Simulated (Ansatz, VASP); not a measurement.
**Two plane-wave programs on Ge**

Contents of INCAR:

```
SYSTEM = Ge
  PREC = Accurate
  ENCUT = 520
  EDIFF = 1E-6
  ISMEAR = 0
  SIGMA = 0.1
  LREAL = .FALSE.
  LASPH = .TRUE.
  NELM = 60
  ALGO = Normal
  ISIF = 2
  LWAVE = .FALSE.
  LCHARG = .FALSE.
  LDIPOL = .TRUE.
  IDIPOL = 3
  DIPOL = 0.5 0.5 0.500
  GGA = PS
  NBANDS = 51
```

Contents of KPOINTS:

```
Automatic mesh
0
G
  9 9 1
  0 0 0
```

File POSCAR:

```
Ge
1.0
    3.9969678637      0.0000000000      0.0000000000
   -1.9984839318      3.4614757080      0.0000000000
    0.0000000000      0.0000000000     22.4263442933
Ge
6
Direct
    0.3333333333      0.6666666667      0.3344281128
    0.6666666667      0.3333333333      0.3714372279
    0.6666666667      0.3333333333      0.4814954425
    0.3333333333      0.6666666667      0.5185045575
    0.3333333333      0.6666666667      0.6285627721
    0.6666666667      0.3333333333      0.6655718872
```

Input for Ansatz:

```yaml
crystal:
  lattice:
    - [3.9969678637, 0.0, 0.0]
    - [-1.9984839318, 3.461475708, 0.0]
    - [0.0, 0.0, 22.4263442933]
  atoms:
    - { symbol: Ge, position: [0.3333333333, 0.6666666667, 0.3344281128] }
    - { symbol: Ge, position: [0.6666666667, 0.3333333333, 0.3714372279] }
    - { symbol: Ge, position: [0.6666666667, 0.3333333333, 0.4814954425] }
    - { symbol: Ge, position: [0.3333333333, 0.6666666667, 0.5185045575] }
    - { symbol: Ge, position: [0.3333333333, 0.6666666667, 0.6285627721] }
    - { symbol: Ge, position: [0.6666666667, 0.3333333333, 0.6655718872] }
basis:
  ecutwfc: 420
kpoints:
  mp_grid: { grid: [9, 9, 1] }
hamiltonian:
  xc: pbesol
scf:
  occupations: { method: gaussian, width: 0.1 }
output:
  forces: true
  stress: true
  eigenvalues: true
  write_density: true
  write_potential: true
  elf: true
  volumetric_format: npy
efield:
  axis: 3
  dipole_correction: true
  ramp_width: 0.04
```

Alike in both runs: task single point; functional PBEsol; k mesh 9 × 9 × 1; occupations gaussian, width 0.1 eV; no spin polarisation.

```csv
,VASP,Ansatz
version,VASP 6.6.1,Ansatz 0.2.0
potentials or method,"VASP PAW PBE potentials, release 64 (Ge_d), cutoff 520 eV","scalar-relativistic, plane waves, PAW"
valence electrons in the cell,84,84
```

Ansatz gave:

```
gap on the k mesh at the Fermi level (eV) : none
rms of the force components (eV/Å)        : 0.119
```

**Question.** Which values does VASP return?

**Answer.** gap on the k mesh at the Fermi level (eV): none; rms of the force components (eV/Å): 0.123.

VASP's potentials were made for PBE, not for PBEsol. Atom by atom the forces differ by 0.004 eV/Å (rms over components). A gap of «none» marks a metal or a gap that the smearing closes.
